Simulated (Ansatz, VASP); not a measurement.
## Ni in VASP and in Ansatz

Contents of INCAR:

```
SYSTEM = Ni
ALGO = Normal ; EDIFF = 1E-7
ENCUT = 520 ; GGA = CA
ISIF = 2 ; ISMEAR = -1
ISPIN = 2 ; LASPH = .TRUE.
LCHARG = .FALSE. ; LMAXMIX = 4
LORBIT = 11 ; LREAL = .FALSE.
LWAVE = .FALSE. ; MAGMOM = 1.5
NBANDS = 15 ; NELM = 150
PREC = Accurate ; SIGMA = 0.1
```

The input KPOINTS:

```
k-points
0
G
  16 16 16
  0 0 0
```

POSCAR

```
Ni
1.0
    0.0000000000      1.7381221485      1.7381221485
    1.7381221485      0.0000000000      1.7381221485
    1.7381221485      1.7381221485      0.0000000000
Ni
1
Direct
    0.0000000000      0.0000000000      0.0000000000
```

Input for Ansatz:

```yaml
crystal:
  lattice:
    - [0.0, 1.7381221485, 1.7381221485]
    - [1.7381221485, 0.0, 1.7381221485]
    - [1.7381221485, 1.7381221485, 0.0]
  atoms:
    - { symbol: Ni, position: [0.0, 0.0, 0.0], spin: 1.5 }
magnetization:
  spin_polarized: true
kpoints:
  mp_grid: { grid: [16, 16, 16] }
scf:
  occupations: { method: fermi_dirac, width: 0.1 }
hamiltonian:
  xc: lda
  pseudopotentials: { kind: paw }
output:
  forces: true
  stress: true
  eigenvalues: true
  populations: true
```

Change from the starting cell: volume scaled by 0.96, PAW files.

Alike in both runs: task single point; functional LDA; k mesh 16 × 16 × 16; occupations fermi-dirac, width 0.1 eV; collinear spin.

|  | VASP | Ansatz |
| --- | --- | --- |
| version | VASP 6.6.1 | Ansatz 0.2.0 |
| potentials or method | VASP PAW LDA potentials, release 64 (Ni) | PAW with Ansatz's default frozen-core files, scalar-relativistic |
| plane-wave cutoff (eV) | 520 | 420 |
| valence electrons in the cell | 10 | 18 |

VASP gave:

- pressure (GPa): -10.2
- net moment per atom (μB): 0.56
- size of the moment on the site where the two differ most (μB): 0.56

**Question.** Which values does Ansatz return?

**Answer.** Pressure (GPa): -10.2; net moment per atom (μB): 0.58; size of the moment on the site where the two differ most (μB): 0.60.

LDA's correlation is that of Perdew and Zunger in VASP and of Perdew and Wang (1992) in Ansatz. Site moments also hang on the region over which each program counts them. VASP's potentials hold 10 valence electrons a cell and Ansatz's 18, so a difference there can come from the potentials and not from the codes.
